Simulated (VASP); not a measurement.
# Si13Ge51 (P1) in VASP: further runs, part 3 of 4

VASP 6.6.1. Earlier steps stand in the parts before.

## 4. Single point, PBE

INCAR

```
SYSTEM = Si13Ge51
ALGO = Normal
EDIFF = 1E-6
ENCUT = 520
GGA = PE
ISIF = 2
ISMEAR = -1
LASPH = .TRUE.
LCHARG = .FALSE.
LREAL = Auto
LUSENCCL = .FALSE.
LWAVE = .FALSE.
NBANDS = 421
NELM = 80
PREC = Accurate
SIGMA = 0.05
```

KPOINTS

```
k-points
0
G
  1 1 1
  0 0 0
```

POSCAR

```
Si13Ge51
1.0
   11.2354450000      0.0000000000      0.0000000000
    0.0000000000     11.2354450000      0.0000000000
    0.0000000000      0.0000000000     11.2354450000
Si Ge
13 51
Direct
    0.9985630000      0.0012360000      0.9987460000
    0.0008620000      0.0026900000      0.5028910000
    0.5020720000      0.4966830000      0.9978990000
    0.1204770000      0.1253260000      0.6257620000
    0.1242990000      0.6244980000      0.1247560000
    0.2484930000      0.2491360000      0.9986790000
    0.7488860000      0.2519440000      0.9965680000
    0.7510140000      0.2494730000      0.5006680000
    0.7516810000      0.0012530000      0.7495580000
    0.7489640000      0.4979040000      0.2486960000
    0.7481060000      0.4956260000      0.7524720000
    0.9989200000      0.2468080000      0.7485990000
    0.6276120000      0.3771020000      0.8779430000
    0.0006350000      0.4998400000      0.0010720000
    0.9974840000      0.4985170000      0.5007140000
    0.4999660000      0.0008560000      0.9993210000
    0.5009240000      0.0009220000      0.5011760000
    0.5010330000      0.4994070000      0.4995080000
    0.1240480000      0.1249130000      0.1208870000
    0.1243610000      0.6246660000      0.6253250000
    0.6273820000      0.1280810000      0.1228190000
    0.6293570000      0.1264370000      0.6266020000
    0.6243930000      0.6200690000      0.1242490000
    0.6272660000      0.6223420000      0.6282300000
    0.2466180000      0.2478070000      0.5025490000
    0.2480210000      0.7476760000      0.0018240000
    0.2493130000      0.7504450000      0.4999390000
    0.7499210000      0.7486430000      0.9992230000
    0.7512150000      0.7492870000      0.5007480000
    0.3740860000      0.3744990000      0.1195560000
    0.3758610000      0.3739800000      0.6252310000
    0.3751020000      0.8743370000      0.1249680000
    0.3742570000      0.8758120000      0.6262130000
    0.8708500000      0.3742520000      0.1241100000
    0.8726110000      0.3717830000      0.6282030000
    0.8773910000      0.8762750000      0.1227420000
    0.8758870000      0.8793740000      0.6252450000
    0.2488370000      0.0004400000      0.2493960000
    0.2463330000      0.0028230000      0.7491190000
    0.2484850000      0.5006380000      0.2466190000
    0.2498350000      0.4984880000      0.7508950000
    0.7518980000      0.0012810000      0.2498580000
    0.3744790000      0.1256240000      0.3754980000
    0.3737040000      0.1278130000      0.8758830000
    0.3745310000      0.6245080000      0.3741860000
    0.3770280000      0.6224280000      0.8778330000
    0.8763360000      0.1254870000      0.3798280000
    0.8746260000      0.1257050000      0.8748590000
    0.8726970000      0.6222430000      0.3715340000
    0.8730640000      0.6217710000      0.8722530000
    0.9984090000      0.2492440000      0.2490400000
    0.0014030000      0.7485440000      0.2483240000
    0.9988760000      0.7506450000      0.7500030000
    0.4999950000      0.2516130000      0.2490860000
    0.5039670000      0.2529700000      0.7532810000
    0.5006960000      0.7485860000      0.2492590000
    0.5004410000      0.7496290000      0.7514100000
    0.1243630000      0.3746740000      0.3743660000
    0.1234230000      0.3700410000      0.8741140000
    0.1223010000      0.8776060000      0.3773330000
    0.1228320000      0.8766460000      0.8773770000
    0.6293040000      0.3744450000      0.3756400000
    0.6254990000      0.8747780000      0.3748820000
    0.6276480000      0.8776820000      0.8731250000
```

Potentials or basis: VASP PAW PBE potentials, release 64 (Si, Ge_d).

Command:

```
$ cat potpaw_PBE.64/Si/POTCAR potpaw_PBE.64/Ge_d/POTCAR > POTCAR
$ mpirun -np 1 vasp_gam > vasp.out
```

OUTCAR:

```text
SYSTEM = Si13Ge51
   EDIFF = 1E-6
   ENCUT = 520
   GGA = PE
   ISIF = 2
   ISMEAR = -1
   LASPH = .TRUE.
   LREAL = Auto
   NELM = 80
   PREC = Accurate

 ion  position               nearest neighbor table
   1  0.999  0.001  0.999-  36 2.40  61 2.40  19 2.41  48 2.41
   2  0.001  0.003  0.503-   4 2.37  47 2.40  37 2.40  60 2.41
   3  0.502  0.497  0.998-  13 2.37  46 2.41  30 2.41  23 2.41
   4  0.120  0.125  0.626-   2 2.37  12 2.37  39 2.41  25 2.41
   5  0.124  0.624  0.125-  26 2.40  40 2.40  52 2.40  14 2.41
   6  0.248  0.249  0.999-  44 2.40  59 2.40  19 2.41  30 2.41
[... 56 lines left out ...]
  63  0.625  0.875  0.375-  56 2.44  17 2.45  29 2.45  42 2.45
  64  0.628  0.878  0.873-   9 2.41  57 2.45  16 2.45  28 2.45

  LATTYP: Found a simple cubic cell.
 ALAT       =    11.2354450000

  Lattice vectors:

 A1 = (  11.2354450000,   0.0000000000,   0.0000000000)
 A2 = (   0.0000000000,  11.2354450000,   0.0000000000)
 A3 = (   0.0000000000,   0.0000000000,  11.2354450000)

Analysis of symmetry for initial positions (statically):
=====================================================================
 Subroutine PRICEL returns:
 Original cell was already a primitive cell.

 Routine SETGRP: Setting up the symmetry group for a
 simple cubic supercell.

 Subroutine GETGRP returns: Found  1 space group operations
 (whereof  1 operations were pure point group operations)
 out of a pool of 48 trial point group operations.

The static configuration has the point symmetry C_1 .

Analysis of symmetry for dynamics (positions and initial velocities):
=====================================================================
 Subroutine PRICEL returns:
 Original cell was already a primitive cell.

[... 227 lines left out ...]
     AMIX_MAG =   1.60;   BMIX_MAG =  1.00
  volume/ion in A,a.u.               =      22.16       149.55
  Fermi-wavevector in a.u.,A,eV,Ry     =   1.333196  2.519376 24.183168  1.777413
  Thomas-Fermi vector in A             =   2.462073
   LORBIT       =      0    0 simple, 1 ext, 2 COOP (PROOUT), +10 PAW based schemes
   GGA     = PE    functional components
   LHFCALC =     F    Hartree Fock is set to
   AEXX    =    0.0000 exact exchange contribution
   IVDW    =     0    specifies the selected vdW correction
   LEPSILON=     F    determine dielectric tensor
   LRPA    =     F    only Hartree local field effects (RPA)
 non-spin polarized calculation
  energy-cutoff  :      520.00
  volume of cell :     1418.31
 maximum number of plane-waves:     19081
 NGX is ok and might be reduce to    84
   NGX = 41   NGY = 41   NGZ = 41

 number of electron     765.9999720 magnetization

 Free energy of the ion-electron system (eV)
  ---------------------------------------------------
  ext. energy  EPLUGINS =         0.00000000
  ---------------------------------------------------
  free energy    TOTEN  =      -291.21527219 eV

  energy without entropy =     -291.14263933  energy(sigma->0) =     -291.17895576

 E-fermi :   5.3444     XC(G=0):  -9.7873

 val. band max:        5.1797943162   @ k =   0.0000   0.0000   0.0000
 cond. band min:       5.4884329084   @ k =   0.0000   0.0000   0.0000
 fundamental gap:      0.3086385922
 Fermi energy:         5.3443995170

 k-point     1 :       0.0000    0.0000    0.0000
  band No.  band energies     occupation
      1     -19.5698      2.00000
      2     -19.5693      2.00000
      3     -19.5681      2.00000
      4     -19.5673      2.00000
      5     -19.5648      2.00000
      6     -19.5640      2.00000
[... 387 lines left out ...]
    394       5.9764      0.00001
    395       6.1622      0.00000
 [bands above 395 left out]

------------------------ aborting loop because EDIFF is reached ----------------------------------------

  FORCE on cell =-STRESS in cart. coord.  units (eV):
  Direction    XX          YY          ZZ          XY          YZ          ZX
  --------------------------------------------------------------------------------------
  -------------------------------------------------------------------------------------
  Total       26.4302698     26.5385187     26.5337007     -0.4216687     -0.6977029     -0.3819441
  in kB       29.8566684     29.9789506     29.9735080     -0.4763335     -0.7881525     -0.4314591
  external PRESSURE =      29.9363757 kB  Pullay stress =       0.0000000 kB

 VOLUME and BASIS-vectors are now :
 -----------------------------------------------------------------------------
  energy-cutoff  :      520.00
  volume of cell :     1418.31
      direct lattice vectors                 reciprocal lattice vectors
    11.235445000  0.000000000  0.000000000     0.089004040  0.000000000  0.000000000
     0.000000000 11.235445000  0.000000000     0.000000000  0.089004040  0.000000000
     0.000000000  0.000000000 11.235445000     0.000000000  0.000000000  0.089004040

 POSITION                                       TOTAL-FORCE (eV/Angst)
 -----------------------------------------------------------------------------------
     11.21930      0.01389     11.22136         0.045869      0.012398      0.014709
      0.00968      0.03022      5.65020         0.037487      0.060627      0.070622
      5.64100      5.58045     11.21184         0.058983     -0.027286      0.019774
      1.35361      1.40809      7.03071        -0.078035     -0.021214     -0.017763
      1.39655      7.01651      1.40169        -0.005457     -0.017507     -0.011326
      2.79193      2.79915     11.22060         0.022333      0.024335     -0.003397
[... 56 lines left out ...]
      7.02776      9.82852      4.21197         0.007252      0.004826     -0.006505
      7.05190      9.86115      9.80995         0.043731      0.013030     -0.059605
 -----------------------------------------------------------------------------------
    total drift:                               -0.003804      0.005316      0.005560

  FREE ENERGIE OF THE ION-ELECTRON SYSTEM (eV)
  ---------------------------------------------------
  free  energy   TOTEN  =      -291.2152721871 eV

  energy  without entropy=     -291.1426393319  energy(sigma->0) =     -291.17895576
```

OSZICAR:

```text
N       E                     dE             d eps       ncg     rms          rms(c)
DAV:   1     0.178643656775E+05    0.17864E+05   -0.30730E+05   906   0.544E+03
DAV:   2     0.443010584977E+04   -0.13434E+05   -0.13035E+05   842   0.135E+03
DAV:   3     0.740988806698E+03   -0.36891E+04   -0.36027E+04   842   0.363E+02
DAV:   4    -0.191478015473E+03   -0.93247E+03   -0.87751E+03   967   0.155E+02
DAV:   5    -0.290800590709E+03   -0.99323E+02   -0.95186E+02   932   0.501E+01    0.233E+01
DAV:   6    -0.292201060180E+03   -0.14005E+01   -0.40556E+01  1252   0.107E+01    0.118E+01
DAV:   7    -0.291116577384E+03    0.10845E+01   -0.40865E+00   900   0.111E+01    0.285E+00
DAV:   8    -0.291160311382E+03   -0.43734E-01   -0.55980E-01   916   0.644E+00    0.837E-01
DAV:   9    -0.291202388995E+03   -0.42078E-01   -0.20521E-01   988   0.205E+00    0.480E-01
DAV:  10    -0.291211974947E+03   -0.95860E-02   -0.34799E-02   940   0.244E+00    0.186E-01
DAV:  11    -0.291213694836E+03   -0.17199E-02   -0.65812E-03   916   0.110E+00    0.105E-01
DAV:  12    -0.291215092358E+03   -0.13975E-02   -0.65880E-03  1004   0.298E-01    0.369E-02
DAV:  13    -0.291215242378E+03   -0.15002E-03   -0.93698E-04   948   0.245E-01    0.195E-02
DAV:  14    -0.291215251916E+03   -0.95380E-05   -0.14262E-04   980   0.175E-01    0.965E-03
DAV:  15    -0.291215265503E+03   -0.13587E-04   -0.96893E-05  1220   0.427E-02    0.381E-03
DAV:  16    -0.291215272158E+03   -0.66543E-05   -0.56711E-05   788   0.358E-02    0.411E-03
DAV:  17    -0.291215272187E+03   -0.29395E-07   -0.43967E-06   716   0.254E-02
   1 F= -.29121527E+03 E0= -.29117896E+03  d E =-.726329E-01
```

stdout:

```text
Offloading initialized ...    1 GPUs detected
 POSCAR found type information on POSCAR SiGe
 POSCAR found :  2 types and      64 ions
 scaLAPACK will be used selectively (only on CPU)
 LDA part: xc-table for (Slater+PW92), standard interpolation
 POSCAR, INCAR and KPOINTS ok, starting setup
 FFT: planning ... GRIDC
 FFT: planning ... GRID_SOFT
 FFT: planning ... GRID
 WAVECAR not read
 entering main loop
```

Run time: 3.3 min. Hardware: 1 × NVIDIA H100 80GB with 1 thread of AMD EPYC 7R13 (Zen 3), shared host; peak memory 1.9 GiB.

Results:

* Free energy: -291.2153 eV
* Pressure: 3.0 GPa
* Largest force: 0.111 eV/Å

Forces in eV/Å, atoms in the order of the input:
```
Si   0.046  0.012  0.015
Si   0.037  0.061  0.071
Si   0.059 -0.027  0.020
Si  -0.078 -0.021 -0.018
Si  -0.005 -0.018 -0.011
Si   0.022  0.024 -0.003
Si  -0.010  0.070  0.043
Si   0.021  0.028  0.062
Si   0.023  0.033  0.049
Si   0.012  0.025  0.007
Si  -0.002  0.020  0.047
Si   0.108 -0.022 -0.006
Si  -0.047 -0.029 -0.039
Ge   0.008  0.038  0.025
Ge   0.009  0.001 -0.021
Ge   0.038  0.050  0.036
Ge   0.049  0.015  0.014
Ge   0.029  0.026  0.056
Ge   0.006 -0.013 -0.080
Ge   0.008 -0.021 -0.018
Ge  -0.003 -0.002 -0.072
Ge   0.047 -0.045 -0.058
Ge   0.035 -0.096 -0.021
Ge   0.004 -0.061  0.001
Ge  -0.034 -0.019  0.066
Ge  -0.048 -0.020  0.061
Ge   0.014  0.001  0.004
Ge   0.019  0.009  0.002
Ge  -0.010  0.040  0.009
Ge  -0.004 -0.010 -0.104
Ge  -0.027 -0.012  0.025
Ge  -0.027  0.002  0.021
Ge  -0.005 -0.026 -0.035
Ge  -0.070  0.031 -0.009
Ge  -0.074 -0.061 -0.034
Ge   0.005 -0.007 -0.080
Ge  -0.033  0.046 -0.028
Ge   0.011  0.002 -0.006
Ge  -0.037  0.091 -0.002
Ge  -0.058  0.056 -0.032
Ge   0.018 -0.012  0.010
Ge  -0.018  0.007  0.051
Ge  -0.001 -0.032 -0.029
Ge  -0.080  0.037  0.005
Ge  -0.023  0.022  0.001
Ge   0.002 -0.091  0.004
Ge  -0.044 -0.019  0.042
Ge  -0.053 -0.072 -0.056
Ge  -0.024 -0.050 -0.036
Ge  -0.017 -0.029  0.029
Ge   0.016  0.027  0.004
Ge   0.040 -0.033 -0.026
Ge  -0.010  0.029  0.043
Ge   0.033 -0.006  0.011
Ge   0.037  0.061  0.069
Ge   0.016  0.015  0.018
Ge   0.030  0.023 -0.024
Ge  -0.023  0.000 -0.002
Ge   0.038 -0.064  0.006
Ge  -0.015  0.017  0.021
Ge  -0.072  0.011  0.017
Ge   0.064 -0.034 -0.046
Ge   0.007  0.005 -0.007
Ge   0.044  0.013 -0.060
```

Levels at points of the mesh, in eV from the Fermi level:
| k point | band 379 | band 380 | band 381 | band 382 | band 383 | band 384 | band 385 | band 386 | band 387 | band 388 |
| --- | --- | --- | --- | --- | --- | --- | --- | --- | --- | --- |
| (0.00, 0.00, 0.00) | -1.46 | -1.44 | -0.19 | -0.19 | -0.16 | 0.14 | 0.21 | 0.24 | 0.30 | 0.44 |

Caveat: the k points lie up to 0.56 Å⁻¹ apart.

[end of part 3 of 4]
